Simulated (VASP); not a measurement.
# Eu (Im-3m) in VASP: single point with PBE

Aim: the single point of Eu with PBE.

All numbers are computed with VASP 6.6.1; they aren't measurements. Logs are shortened: lines on timing, memory, paths and dates and some standing lists are left out, and cuts for length are marked.

## (1) The cell of the first run

The structure is cubic, space group Im-3m (No. 229). Conventional cell: a = 4.505 Å, b = 4.505 Å, c = 4.505 Å, α = 90.00°, β = 90.00°, γ = 90.00°. Within 5.1 Å of Eu (site symmetry m-3m) lie 14 Eu at 3.90 to 4.50 Å.

## (2) Single point, PBE, collinear spin, antiferromagnetic start

POSCAR

```
Eu
1.0
    0.0000000000      0.0000000000     -4.5049408000
    4.5049408000     -4.5049408000      0.0000000000
   -2.2524704000     -2.2524704000      2.2524704000
Eu
2
Direct
    0.0000000000      0.0000000000      0.0000000000
    0.5000000000      0.5000000000      0.0000000000
```

INCAR.step1

```
ALGO = Normal ; EDIFF = 1E-6
ENCUT = 520 ; GGA = PE
ISIF = 2 ; ISMEAR = -1
ISPIN = 2 ; LASPH = T
LCHARG = T ; LMAXMIX = 6
LREAL = F ; LWAVE = F
MAGMOM = 7 -7 ; NBANDS = 28
NELM = 150 ; PREC = Accurate
SIGMA = 0.0142
```

KPOINTS.step1

```
k-points
0
Gamma
  7 4 7
```

INCAR.step2

```
ALGO = Normal ; EDIFF = 1E-6
ENCUT = 520 ; GGA = PE
ICHARG = 11 ; ISIF = 2
ISMEAR = -5 ; ISPIN = 2
LASPH = T ; LCHARG = F
LMAXMIX = 6 ; LORBIT = 11
LREAL = F ; LWAVE = F
MAGMOM = 7 -7 ; NBANDS = 28
NEDOS = 2001 ; NELM = 150
PREC = Accurate ; SIGMA = 0.0142
```

KPOINTS.step2

```
k-points
0
Gamma
  11 6 11
```

Potentials or basis: VASP PAW PBE potentials, release 64 (Eu).

Command:

```sh
> cat potpaw_PBE.64/Eu/POTCAR > POTCAR
> cp INCAR.step1 INCAR
> cp KPOINTS.step1 KPOINTS
> mpirun -np 1 vasp_std > vasp.out
> cp INCAR.step2 INCAR
> cp KPOINTS.step2 KPOINTS
> mpirun -np 1 vasp_std > vasp.out
```

OUTCAR:

```text
EDIFF = 1E-6
   ENCUT = 520
   GGA = PE
   ICHARG = 11
   ISIF = 2
   ISMEAR = -5
   ISPIN = 2
   LASPH = T
   LORBIT = 11
   LREAL = F
   NELM = 150
   PREC = Accurate

 ion  position               nearest neighbor table
   1  0.000  0.000  0.000-
   2  0.500  0.500  0.000-

  LATTYP: Found a base centered orthorhombic cell.
 ALAT       =     4.5049408000
 B/A-ratio  =     1.4142135624
 C/A-ratio  =     1.4142135624

  Lattice vectors:

 A1 = (   2.2524704000,   2.2524704000,   2.2524704000)
 A2 = (  -2.2524704000,  -2.2524704000,   2.2524704000)
 A3 = (   4.5049408000,  -4.5049408000,   0.0000000000)

Analysis of symmetry for initial positions (statically):
=====================================================================
 Subroutine PRICEL returns following result:

  LATTYP: Found a body centered cubic cell.
 ALAT       =     4.5049408000

  Lattice vectors:

 A1 = (   2.2524704000,   2.2524704000,  -2.2524704000)
 A2 = (   2.2524704000,  -2.2524704000,   2.2524704000)
 A3 = (  -2.2524704000,  -2.2524704000,  -2.2524704000)

   2 primitive cells build up your supercell.

 Routine SETGRP: Setting up the symmetry group for a
 base centered orthorhombic supercell.

 Subroutine GETGRP returns: Found  8 space group operations
 (whereof  8 operations were pure point group operations)
 out of a pool of  8 trial point group operations.

The static configuration has the point symmetry D_2h.

Analysis of symmetry for dynamics (positions and initial velocities):
=====================================================================
 Subroutine PRICEL returns following result:

  LATTYP: Found a body centered cubic cell.
 ALAT       =     4.5049408000

  Lattice vectors:

 A1 = (   2.2524704000,   2.2524704000,  -2.2524704000)
 A2 = (   2.2524704000,  -2.2524704000,   2.2524704000)
 A3 = (  -2.2524704000,  -2.2524704000,  -2.2524704000)

   2 primitive cells build up your supercell.

 Routine SETGRP: Setting up the symmetry group for a
 base centered orthorhombic supercell.

 Subroutine GETGRP returns: Found  8 space group operations
 (whereof  8 operations were pure point group operations)
 out of a pool of  8 trial point group operations.

The dynamic configuration has the point symmetry D_2h.

Analysis of structural, dynamic, and magnetic symmetry:
=====================================================================
 Subroutine PRICEL returns following result:

  LATTYP: Found a body centered cubic cell.
 ALAT       =     4.5049408000

  Lattice vectors:

 A1 = (   2.2524704000,   2.2524704000,  -2.2524704000)
 A2 = (   2.2524704000,  -2.2524704000,   2.2524704000)
 A3 = (  -2.2524704000,  -2.2524704000,  -2.2524704000)

   2 primitive cells build up your supercell.

 Routine SETGRP: Setting up the symmetry group for a
 base centered orthorhombic supercell.

 Subroutine GETGRP returns: Found  8 space group operations
 (whereof  8 operations were pure point group operations)
 out of a pool of  8 trial point group operations.

The overall configuration has the point symmetry D_2h.

 Subroutine INISYM returns: Found  8 space group operations
 (whereof  8 operations are pure point group operations),
 and found     2 'primitive' translations

----------------------------------------------------------------------------------------

                                     Primitive cell

  volume of cell :      45.7127

  direct lattice vectors                    reciprocal lattice vectors
     2.252470400  2.252470400 -2.252470400     0.221978500  0.000000000 -0.221978500
     2.252470400 -2.252470400  2.252470400     0.221978500 -0.221978500  0.000000000
    -2.252470400 -2.252470400 -2.252470400     0.000000000 -0.221978500 -0.221978500

  length of vectors
     3.901393175  3.901393175  3.901393175     0.313925005  0.313925005  0.313925005

  position of ions in fractional coordinates (direct lattice)
     0.000000000  0.000000000  0.000000000

  ion indices of the primitive-cell ions
   primitive index   ion index
                 1           1

----------------------------------------------------------------------------------------

 KPOINTS: k-points

Automatic generation of k-mesh.
 Grid dimensions read from file:
 generate k-points for:   11    6   11

 Generating k-lattice:

  Cartesian coordinates                     Fractional coordinates (reciprocal lattice)
    -0.010089932 -0.010089932 -0.020179864     0.090909091  0.000000000  0.000000000
     0.018498208 -0.018498208  0.000000000     0.000000000  0.166666667  0.000000000
    -0.020179864 -0.020179864  0.000000000     0.000000000  0.000000000  0.090909091

  Length of vectors
     0.024715184  0.026160417  0.028538637

  Shift w.r.t. Gamma in fractional coordinates (k-lattice)
     0.000000000  0.000000000  0.000000000

 TETIRR: Found   1839 inequivalent tetrahedra from     4356

 Subroutine IBZKPT returns following result:
 ===========================================

 Found    144 irreducible k-points:

 Following reciprocal coordinates:
            Coordinates               Weight
  0.000000  0.000000  0.000000      1.000000
  0.090909  0.000000  0.000000      4.000000
  0.181818  0.000000  0.000000      4.000000
  0.272727  0.000000  0.000000      4.000000
  0.363636  0.000000  0.000000      4.000000
  0.454545  0.000000  0.000000      4.000000
[... 16 lines left out ...]
  0.363636  0.500000  0.000000      4.000000
  0.454545  0.500000  0.000000      4.000000
 [... further k-points ...]
   k-points           NKPTS =    144   k-points in BZ     NKDIM =    144   number of bands    NBANDS=     28
   number of dos      NEDOS =   2001   number of ions     NIONS =      2
   total plane-waves  NPLWV =  51840
   dimension x,y,z NGX =    36 NGY =   48 NGZ =   30
   dimension x,y,z NGXF=    72 NGYF=   96 NGZF=   60
   ions per type =               2
   NGX,Y,Z   is equivalent  to a cutoff of  13.29, 12.53, 12.78 a.u.
   NGXF,Y,Z  is equivalent  to a cutoff of  26.57, 25.05, 25.57 a.u.
 SYSTEM =  unknown system
   PREC   = accura    normal or accurate (medium, high low for compatibility)
   ISTART =      0    job   : 0-new  1-cont  2-samecut
   ICHARG =     11    charge: 1-file 2-atom 10-const
   ISPIN  =      2    spin polarized calculation?
   LNONCOLLINEAR =      F non collinear calculations
   LSORBIT =      F    spin-orbit coupling
   LASPH  =      T    aspherical Exc in radial PAW
   ENCUT  =  520.0 eV  38.22 Ry    6.18 a.u.   8.38 11.85  7.25*2*pi/ulx,y,z
   NELM   =    150;   NELMIN=  2; NELMDL=  0     # of ELM steps
   EDIFF  = 0.1E-05   stopping-criterion for ELM
   LREAL  =      F    real-space projection
   EDIFFG = 0.1E-04   stopping-criterion for IOM
   NSW    =      0    number of steps for IOM
   IBRION =     -1    ionic relax: 0-MD 1-quasi-New 2-CG
   NFREE  =      0    steps in history (QN), initial steepest desc. (CG)
   ISIF   =      2    stress and relaxation
   ISYM   =      2    0-nonsym 1-usesym 2-fastsym
   POTIM  = 0.5000    time-step for ionic-motion
   TEBEG  =    0.0;   TEEND  =   0.0 temperature during run
   PSTRESS=    0.0 pullay stress
   NELECT =      34.0000    total number of electrons
   NUPDOWN=      -1.0000    fix difference up-down
   EMIN   =  10.00;   EMAX   =-10.00  energy-range for DOS
   EFERMI =   0.00;   METHOD = LEGACY
   ISMEAR =    -5;   SIGMA  =   0.01  broadening in eV -4-tet -1-fermi 0-gaus
   EFERMI_NEDOS =   21; number of points for ismear=-14 and -15
   IALGO  =     38    algorithm
   IMIX   =      4    mixing-type and parameters
     AMIX     =   0.40;   BMIX     =  1.00
     AMIX_MAG =   1.60;   BMIX_MAG =  1.00
  volume/ion in A,a.u.               =      45.71       308.48
  Fermi-wavevector in a.u.,A,eV,Ry     =   1.177277  2.224731 18.857423  1.385981
  Thomas-Fermi vector in A             =   2.313627
   LORBIT       =     11    0 simple, 1 ext, 2 COOP (PROOUT), +10 PAW based schemes
   GGA     = PE    functional components
   LHFCALC =     F    Hartree Fock is set to
   AEXX    =    0.0000 exact exchange contribution
   IVDW    =     0    specifies the selected vdW correction
   LEPSILON=     F    determine dielectric tensor
   LRPA    =     F    only Hartree local field effects (RPA)
 spin polarized calculation
 Fermi weights with tetrahedron method with Bloechl corrections
  energy-cutoff  :      520.00
  volume of cell :       91.43
 maximum number of plane-waves:      2492
 NGX is ok and might be reduce to    36

 number of electron      33.9999998 magnetization      -0.0000000

 Free energy of the ion-electron system (eV)
  ---------------------------------------------------
  ext. energy  EPLUGINS =         0.00000000
  ---------------------------------------------------
  free energy    TOTEN  =       -22.82633457 eV

  energy without entropy =      -22.82633457  energy(sigma->0) =      -22.82633457

 E-fermi :   1.7443     XC(G=0):  -8.4980

 val. band max:        1.8002897663   @ k =   0.0909   0.5000   0.4545
 cond. band min:       1.7413006245   @ k =   0.1818   0.1667   0.2727
 fundamental gap:     -0.0589891418
 Fermi energy:         1.7443388609

 spin component 1

 k-point     1 :       0.0000    0.0000    0.0000
  band No.  band energies     occupation
      1     -39.8383      1.00000
      2     -36.7128      1.00000
      3     -18.6421      1.00000
      4     -18.5303      1.00000
      5     -18.4759      1.00000
      6     -16.3583      1.00000
[... 20 lines left out ...]
     27       6.1654      0.00000
     28       6.2815      0.00000

 k-point     2 :       0.0909    0.0000    0.0000
  band No.  band energies     occupation
      1     -39.8374      1.00000
      2     -36.7115      1.00000
      3     -18.6388      1.00000
      4     -18.5414      1.00000
      5     -18.4856      1.00000
      6     -16.3567      1.00000
[... 674 lines left out ...]
 k-point    24 :       0.4545    0.5000    0.0000
  band No.  band energies     occupation
      1     -39.8264      1.00000
      2     -36.6974      1.00000
      3     -18.7512      1.00000
      4     -18.6074      1.00000
      5     -18.5107      1.00000
      6     -16.4982      1.00000
[... 20 lines left out ...]
     27       6.2994      0.00000
     28       6.3158      0.00000

 [... further k-points ...]

 spin component 2

 k-point     1 :       0.0000    0.0000    0.0000
  band No.  band energies     occupation
      1     -39.8383      1.00000
      2     -36.7128      1.00000
      3     -18.6421      1.00000
      4     -18.5303      1.00000
      5     -18.4759      1.00000
      6     -16.3583      1.00000
[... 20 lines left out ...]
     27       6.1273      0.00000
     28       6.2744      0.00000

 k-point     2 :       0.0909    0.0000    0.0000
  band No.  band energies     occupation
      1     -39.8374      1.00000
      2     -36.7115      1.00000
      3     -18.6388      1.00000
      4     -18.5414      1.00000
      5     -18.4856      1.00000
      6     -16.3567      1.00000
[... 674 lines left out ...]
 k-point    24 :       0.4545    0.5000    0.0000
  band No.  band energies     occupation
      1     -39.8264      1.00000
      2     -36.6974      1.00000
      3     -18.7512      1.00000
      4     -18.6074      1.00000
      5     -18.5107      1.00000
      6     -16.4982      1.00000
[... 20 lines left out ...]
     27       6.2988      0.00000
     28       6.3268      0.00000

 [... further k-points ...]

------------------------ aborting loop because EDIFF is reached ----------------------------------------

  FORCE on cell =-STRESS in cart. coord.  units (eV):
  Direction    XX          YY          ZZ          XY          YZ          ZX
  --------------------------------------------------------------------------------------
  -------------------------------------------------------------------------------------
  Total       -0.7313828     -0.7313828     -0.8747103     -0.2645313      0.0000000     -0.0000000
  in kB      -12.8170502    -12.8170502    -15.3287782     -4.6357538      0.0000000     -0.0000000
  external PRESSURE =     -13.6542929 kB  Pullay stress =       0.0000000 kB

 VOLUME and BASIS-vectors are now :
 -----------------------------------------------------------------------------
  energy-cutoff  :      520.00
  volume of cell :       91.43
      direct lattice vectors                 reciprocal lattice vectors
     0.000000000  0.000000000 -4.504940800    -0.110989250 -0.110989250 -0.221978500
     4.504940800 -4.504940800  0.000000000     0.110989250 -0.110989250  0.000000000
    -2.252470400 -2.252470400  2.252470400    -0.221978500 -0.221978500  0.000000000

 POSITION                                       TOTAL-FORCE (eV/Angst)
 -----------------------------------------------------------------------------------
      0.00000      0.00000      0.00000        -0.000000      0.000000     -0.000000
      2.25247     -2.25247     -2.25247         0.000000     -0.000000      0.000000
 -----------------------------------------------------------------------------------
    total drift:                                0.000000     -0.000000      0.000000

  FREE ENERGIE OF THE ION-ELECTRON SYSTEM (eV)
  ---------------------------------------------------
  free  energy   TOTEN  =       -22.8263345713 eV

  energy  without entropy=      -22.8263345713  energy(sigma->0) =      -22.82633457

 total charge

# of ion       s       p       d       f       tot
--------------------------------------------------
    1        2.083   5.715   0.255   6.676  14.729
    2        2.083   5.715   0.255   6.676  14.729
--------------------------------------------------
tot          4.166  11.431   0.509  13.352  29.458

 magnetization (x)

# of ion       s       p       d       f       tot
--------------------------------------------------
    1        0.001  -0.107   0.094   6.672   6.659
    2       -0.001   0.107  -0.094  -6.672  -6.659
--------------------------------------------------
tot          0.000   0.000  -0.000   0.000   0.000
```

Wall time 11 min (1 thread of Intel Xeon 6975P-C (Granite Rapids), shared host); peak memory 0.67 GiB.

Results:

* Net moment: 0.00 μB per cell
* Site moments: Eu +6.66, -6.66 μB
* Valence electrons inside the program's atomic spheres: Eu 14.73

Levels at points of the mesh, in eV from the Fermi level:
Spin up:
| k point | band 14 | band 15 | band 16 | band 17 | band 18 | band 19 | band 20 | band 21 |
| --- | --- | --- | --- | --- | --- | --- | --- | --- |
| (0.00, 0.00, 0.00) | -0.27 | -0.27 | -0.25 | -0.25 | 0.83 | 1.02 | 2.24 | 2.27 |
| (0.00, 0.50, 0.00) | -0.28 | -0.28 | -0.25 | -0.24 | 1.07 | 1.14 | 1.79 | 2.04 |
Spin down:
| k point | band 14 | band 15 | band 16 | band 17 | band 18 | band 19 | band 20 | band 21 |
| --- | --- | --- | --- | --- | --- | --- | --- | --- |
| (0.00, 0.00, 0.00) | -0.27 | -0.27 | -0.25 | -0.25 | 0.83 | 1.02 | 2.24 | 2.27 |
| (0.00, 0.50, 0.00) | -0.28 | -0.28 | -0.25 | -0.24 | 1.07 | 1.14 | 1.79 | 2.04 |

Caveat: spin-orbit coupling is left out, which moves the levels of the heavy elements; semilocal functionals describe open f shells poorly, which spoils levels, moments and volumes; tetrahedron occupations give inexact forces and stress in metals. The state reached can hang on the start; a lower one may exist.
